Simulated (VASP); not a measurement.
# Pb (Fm-3m) in VASP: notebook, part 2 of 2

VASP 6.6.1. The steps go on from the part before.

## (3) Single point, PBEsol, non-collinear spin, zero start, spin-orbit coupling

File INCAR:

```
SYSTEM = Pb
PREC     = Accurate       ! precision mode
ENCUT    = 520            ! plane-wave cutoff, eV
EDIFF    = 1E-6           ! SCF threshold, eV
ISMEAR   = -1             ! smearing method
SIGMA    = 0.05           ! smearing width, eV
LREAL    = .FALSE.        ! projectors in reciprocal space
LASPH    = .TRUE.         ! aspherical terms in the spheres
NELM     = 150            ! most SCF steps
ALGO     = Normal         ! electronic algorithm
ISIF     = 2              ! what is computed and relaxed
LWAVE    = .FALSE.        ! write WAVECAR
LCHARG   = .FALSE.        ! write CHGCAR
MAGMOM   = 0 0 0          ! initial moments
LORBIT   = 11             ! projections on sites
LSORBIT  = .TRUE.         ! spin-orbit coupling
GGA_COMPAT= .FALSE.      
LORBMOM  = .TRUE.       
GGA      = PS             ! functional
NBANDS   = 25             ! bands
```

File KPOINTS:

```
Automatic mesh
0
G
  7 7 7
  0 0 0
```

File POSCAR:

```
Pb
1.0
    0.0000000000      2.4750200000      2.4750200000
    2.4750200000      0.0000000000      2.4750200000
    2.4750200000      2.4750200000      0.0000000000
Pb
1
Direct
    0.0000000000      0.0000000000      0.0000000000
```

Potentials or basis: VASP PAW PBE potentials, release 64 (Pb_d).

On the command line:

```sh
$ cat potpaw_PBE.64/Pb_d/POTCAR > POTCAR
$ mpirun -np 1 vasp_ncl > vasp.out
```

OUTCAR:

```text
SYSTEM = Pb
   PREC = Accurate
   ENCUT = 520
   EDIFF = 1E-6
   ISMEAR = -1
   LREAL = .FALSE.
   LASPH = .TRUE.
   NELM = 150
   ISIF = 2
   LORBIT = 11
   LSORBIT = .TRUE.
   GGA = PS

 ion  position               nearest neighbor table
   1  0.000  0.000  0.000-

  LATTYP: Found a face centered cubic cell.
 ALAT       =     4.9500400000

  Lattice vectors:

 A1 = (   0.0000000000,   2.4750200000,   2.4750200000)
 A2 = (   2.4750200000,   0.0000000000,   2.4750200000)
 A3 = (   2.4750200000,   2.4750200000,   0.0000000000)

Analysis of symmetry for initial positions (statically):
[... 5 lines left out ...]
 face centered cubic supercell.

 Subroutine GETGRP returns: Found 48 space group operations
 (whereof 48 operations were pure point group operations)
 out of a pool of 48 trial point group operations.

The static configuration has the point symmetry O_h .

Analysis of symmetry for dynamics (positions and initial velocities):
[... 5 lines left out ...]
 face centered cubic supercell.

 Subroutine GETGRP returns: Found 48 space group operations
 (whereof 48 operations were pure point group operations)
 out of a pool of 48 trial point group operations.

The dynamic configuration has the point symmetry O_h .

Analysis of structural, dynamic, and magnetic symmetry:
=====================================================================
 Subroutine PRICEL returns:
 Original cell was already a primitive cell.

 Routine SETGRP: Setting up the symmetry group for a
 face centered cubic supercell.

 Subroutine GETGRP returns: Found 48 space group operations
 (whereof 48 operations were pure point group operations)
 out of a pool of 48 trial point group operations.

The overall configuration has the point symmetry O_h .

 Subroutine INISYM returns: Found 48 space group operations
 (whereof 48 operations are pure point group operations),
 and found     1 'primitive' translations

----------------------------------------------------------------------------------------

[... 709 lines left out ...]
  Total       -0.0386035     -0.0386035     -0.0386035      0.0000000     -0.0000000     -0.0000000
  in kB       -2.0397212     -2.0397212     -2.0397212      0.0000000     -0.0000000     -0.0000000
  external PRESSURE =      -2.0397212 kB  Pullay stress =       0.0000000 kB

 VOLUME and BASIS-vectors are now :
 -----------------------------------------------------------------------------
  energy-cutoff  :      520.00
  volume of cell :       30.32
      direct lattice vectors                 reciprocal lattice vectors
     0.000000000  2.475020000  2.475020000    -0.202018570  0.202018570  0.202018570
     2.475020000  0.000000000  2.475020000     0.202018570 -0.202018570  0.202018570
     2.475020000  2.475020000  0.000000000     0.202018570  0.202018570 -0.202018570

 POSITION                                       TOTAL-FORCE (eV/Angst)
 -----------------------------------------------------------------------------------
      0.00000      0.00000      0.00000        -0.000000     -0.000000     -0.000000
 -----------------------------------------------------------------------------------
    total drift:                               -0.000000     -0.000000     -0.000000

  FREE ENERGIE OF THE ION-ELECTRON SYSTEM (eV)
  ---------------------------------------------------
  free  energy   TOTEN  =        -4.5547414952 eV

  energy  without entropy=       -4.5518679194  energy(sigma->0) =       -4.55330471

 orbital moment (x)

 # of ion     p       d       tot
 ----------------------------------------
  1        -0.000   0.000  -0.000
 ----------------------------------------
           -0.000   0.000  -0.000

 orbital moment (y)

 # of ion     p       d       tot
 ----------------------------------------
  1        -0.000   0.000  -0.000
 ----------------------------------------
           -0.000   0.000  -0.000

 orbital moment (z)

 # of ion     p       d       tot
 ----------------------------------------
  1         0.000   0.000   0.000
 ----------------------------------------
            0.000   0.000   0.000

 Spin-Orbit-Coupling matrix elements

 Ion:    1  E_soc:     -1.1452305
 l=   1
     0.0000000    -0.1231114    -0.1231114
    -0.1231114     0.0000000    -0.1231114
    -0.1231114    -0.1231114     0.0000000
 l=   2
     0.0000000    -0.0136037     0.0000000    -0.0136037    -0.0541567
    -0.0136037     0.0000000    -0.0406175    -0.0136037    -0.0135392
     0.0000000    -0.0406175     0.0000000    -0.0406175     0.0000000
    -0.0136037    -0.0136037    -0.0406175     0.0000000    -0.0135392
    -0.0541567    -0.0135392     0.0000000    -0.0135392     0.0000000
 l=   3
     0.0000000     0.0000000     0.0000000     0.0000000     0.0000000     0.0000000     0.0000000
     0.0000000     0.0000000     0.0000000     0.0000000     0.0000000     0.0000000     0.0000000
     0.0000000     0.0000000     0.0000000     0.0000000     0.0000000     0.0000000     0.0000000
     0.0000000     0.0000000     0.0000000     0.0000000     0.0000000     0.0000000     0.0000000
     0.0000000     0.0000000     0.0000000     0.0000000     0.0000000     0.0000000     0.0000000
     0.0000000     0.0000000     0.0000000     0.0000000     0.0000000     0.0000000     0.0000000
     0.0000000     0.0000000     0.0000000     0.0000000     0.0000000     0.0000000     0.0000000

 total charge

# of ion       s       p       d       tot
------------------------------------------
    1        1.393   0.755   9.808  11.957

 magnetization (x)

# of ion       s       p       d       tot
------------------------------------------
    1        0.000  -0.000   0.000   0.000

 magnetization (y)

# of ion       s       p       d       tot
------------------------------------------
    1        0.000   0.000   0.000   0.000

 magnetization (z)

# of ion       s       p       d       tot
------------------------------------------
    1        0.000   0.000   0.000   0.000
```

OSZICAR:

```text
N       E                     dE             d eps       ncg     rms          rms(c)
DAV:   1     0.149970216682E+03    0.14997E+03   -0.67363E+03  1000   0.134E+03
DAV:   2     0.730524562988E+01   -0.14266E+03   -0.13700E+03  1008   0.366E+02
DAV:   3    -0.414599694531E+01   -0.11451E+02   -0.11316E+02  1202   0.126E+02
DAV:   4    -0.454517089768E+01   -0.39917E+00   -0.39893E+00  1281   0.248E+01
DAV:   5    -0.456649771280E+01   -0.21327E-01   -0.21325E-01  1533   0.525E+00    0.566E-01
DAV:   6    -0.455751487147E+01    0.89828E-02   -0.13342E-02  1412   0.205E+00    0.257E-01
DAV:   7    -0.455498653826E+01    0.25283E-02   -0.42199E-03  1409   0.105E+00    0.195E-01
DAV:   8    -0.455483941468E+01    0.14712E-03   -0.15010E-04  1337   0.149E-01    0.346E-02
DAV:   9    -0.455474248450E+01    0.96930E-04   -0.66903E-05  1263   0.159E-01    0.348E-03
DAV:  10    -0.455474149518E+01    0.98933E-06   -0.10110E-06  1098   0.165E-02
   1 F= -.45547415E+01 E0= -.45533047E+01  d E =-.287358E-02  mag=     0.0000    -0.0000    -0.0000
```

stdout:

```text
POSCAR found type information on POSCAR Pb
 POSCAR found :  1 types and       1 ions
 scaLAPACK will be used
 -----------------------------------------------------------------------------
|                                                                             |
|                                                                             |
|     You enforced a specific xc type in the INCAR file but a different       |
|     I HOPE YOU KNOW WHAT YOU ARE DOING!                                     |
|                                                                             |
 -----------------------------------------------------------------------------

 LDA part: xc-table for (Slater+PW92), standard interpolation
 POSCAR, INCAR and KPOINTS ok, starting setup
 FFT: planning ... GRIDC
 FFT: planning ... GRID_SOFT
 FFT: planning ... GRID
 WAVECAR not read
 entering main loop
```

Wall time 58 s (1 thread of Intel Xeon 8259CL, shared host); peak memory 0.24 GiB.

Results:

```yaml
Free_energy: -4.5547 eV
Pressure: -0.2 GPa
Net_moment: 0.00 μB per cell
Valence_electrons_inside_the_program's_atomic_spheres: Pb 11.96
```

Moments on the atoms (μB; x, y, z):
```
Pb  0.00 0.00 0.00
```

Caveat: the PAW data sets were made with another functional, which shifts forces and pressure a little.

## (4) Single point, HSE06

This run uses another cell than the first one, of 29.11 Å³/atom, 0.960 times its volume.

File POSCAR:

```
Pb
1.0
    0.0000000000      2.4415696833      2.4415696833
    2.4415696833      0.0000000000      2.4415696833
    2.4415696833      2.4415696833      0.0000000000
Pb
1
Direct
    0.0000000000      0.0000000000      0.0000000000
```

File INCAR.step1:

```
PREC = Accurate
ENCUT = 520
EDIFF = 1E-5
ISMEAR = -1
SIGMA = 0.05
LREAL = False
LASPH = True
NELM = 80
ALGO = Normal
ISIF = 2
LWAVE = True
LCHARG = False
NBANDS = 13
GGA = PE
```

File INCAR.step2:

```
PREC = Accurate
ENCUT = 520
EDIFF = 1E-6
ISMEAR = -1
SIGMA = 0.05
LREAL = False
LASPH = True
NELM = 80
ALGO = Normal
ISIF = 2
LWAVE = False
LCHARG = False
GGA = PE
LHFCALC = True
HFSCREEN = 0.2079
PRECFOCK = Normal
NBANDS = 13
ISTART = 1
```

File KPOINTS:

```
regular mesh
0
Gamma
  6 6 6
```

On the command line:

```sh
$ cat potpaw_PBE.64/Pb_d/POTCAR > POTCAR
$ cp INCAR.step1 INCAR
$ mpirun -np 1 vasp_std > vasp.out
$ cp INCAR.step2 INCAR
$ mpirun -np 1 vasp_std > vasp.out
```

Wall time 22 min (1 thread of AMD EPYC 7R13 (Zen 3), shared host); peak memory 0.24 GiB.

The run converged. Its results:

```yaml
Free_energy: -3.9464 eV
Pressure: 4.4 GPa
Band_gap_on_the_k_mesh: zero (band 7 reaches 16.21 eV, above the bottom of band 8 at 5.80 eV)
```

Levels at points of the mesh, in eV from the Fermi level:
```tsv
k point	band 4	band 5	band 6	band 7	band 8	band 9	band 10	band 11
(0.00, 0.00, 0.00)	-19.11	-19.11	-13.65	8.28	8.28	8.28	10.27	12.43
(0.50, 0.00, 0.00)	-18.95	-18.95	-9.23	-5.25	6.19	6.19	9.69	10.27
(0.50, 0.50, 0.00)	-18.91	-18.91	-7.49	-4.20	2.15	2.15	5.68	6.94
```

Caveat: the k points lie up to 0.37 Å⁻¹ apart; the PAW data sets were made with another functional, which shifts forces and pressure a little; spin-orbit coupling is left out, which moves the levels of the heavy elements.

## (5) Single point, PBE0

This run uses another cell than the first one, of 29.11 Å³/atom, 0.960 times its volume.

POSCAR is that of step 4.

File INCAR.step1:

```
SYSTEM = Pb
PREC = Accurate
ENCUT = 520
EDIFF = 1E-5
ISMEAR = -1
SIGMA = 0.05
LREAL = .FALSE.
LASPH = .TRUE.
NELM = 60
ALGO = Normal
ISIF = 2
LWAVE = .TRUE.
GGA = PE
NBANDS = 13
```

File INCAR.step2:

```
SYSTEM = Pb
PREC = Accurate
ENCUT = 520
EDIFF = 1E-7
ISMEAR = -1
SIGMA = 0.05
LREAL = .FALSE.
LASPH = .TRUE.
NELM = 60
ALGO = Normal
ISIF = 2
LWAVE = .FALSE.
LCHARG = .TRUE.
GGA = PE
LHFCALC = .TRUE.
AEXX = 0.25
PRECFOCK = Normal
LELF = .TRUE.
LVHAR = .TRUE.
ISTART = 1
NBANDS = 13
```

File KPOINTS:

```
regular mesh
0
G
  6 6 6
  0 0 0
```

On the command line:

```sh
$ cat potpaw_PBE.64/Pb_d/POTCAR > POTCAR
$ cp INCAR.step1 INCAR
$ mpirun -np 1 vasp_std > vasp.out
$ cp INCAR.step2 INCAR
$ mpirun -np 1 vasp_std > vasp.out
```

Wall time 23 min (1 thread of AMD EPYC 7R13 (Zen 3), shared host); peak memory 0.15 GiB.

Results (log left out):

* Free energy: -4.4315 eV
* Pressure: 4.3 GPa
* Band gap on the k mesh: zero (band 7 reaches 16.63 eV, above the bottom of band 8 at 5.48 eV)

Levels at points of the mesh, in eV from the Fermi level:
| k point | band 3 | band 4 | band 5 | band 6 | band 7 | band 8 | band 9 | band 10 | band 11 | band 12 |
| --- | --- | --- | --- | --- | --- | --- | --- | --- | --- | --- |
| (0.00, 0.00, 0.00) | -19.87 | -19.71 | -19.71 | -14.28 | 8.49 | 8.49 | 8.49 | 10.46 | 12.61 | 13.50 |
| (0.50, 0.00, 0.00) | -19.86 | -19.55 | -19.55 | -9.84 | -5.87 | 6.40 | 6.40 | 9.86 | 10.46 | 12.07 |
| (0.50, 0.50, 0.00) | -19.56 | -19.51 | -19.51 | -8.07 | -4.80 | 2.31 | 2.31 | 5.83 | 7.10 | 19.60 |

Caveat: the k points lie up to 0.37 Å⁻¹ apart; the PAW data sets were made with another functional, which shifts forces and pressure a little; spin-orbit coupling is left out, which moves the levels of the heavy elements.

## (6) Summary

```csv
task,level,spin,cell,k mesh,cutoff (eV),grid for exact exchange (PRECFOCK),screening parameter,gap on the mesh (eV),pressure (GPa)
relaxation of cell and atoms,PBEsol,off,"relaxed to 30 GPa from a = 3.500 Å, angles 60.0°, 1 atom",9 × 9 × 9,600,-,-,none,30.0
single point,PBEsol,"non-collinear, zero start, SOC","a = 3.500 Å, angles 60.0°, 1 atom",7 × 7 × 7,520,-,-,-,-0.2
single point,HSE06,off,"a = 3.453 Å, angles 60.0°, 1 atom",6 × 6 × 6,520,Normal,0.2079 1/Å,none,4.4
single point,PBE0,off,"a = 3.453 Å, angles 60.0°, 1 atom",6 × 6 × 6,520,Normal,-,none,4.3
```

Alike in all rows: potentials or basis VASP PAW PBE potentials, release 64 (Pb_d); smearing fermi-dirac 0.05 eV.

Caveats: some runs use coarse meshes; the PAW data sets were made with another functional, which shifts forces and pressure a little; spin-orbit coupling is left out, which moves the levels of the heavy elements (some runs); the cell is relaxed towards a set pressure, so the enthalpy falls and the energy may rise (some runs); the volume moved by over 15 % at a fixed basis, so the end points are rough (some runs).

Absolute energies hang on the potentials; compare differences alone.
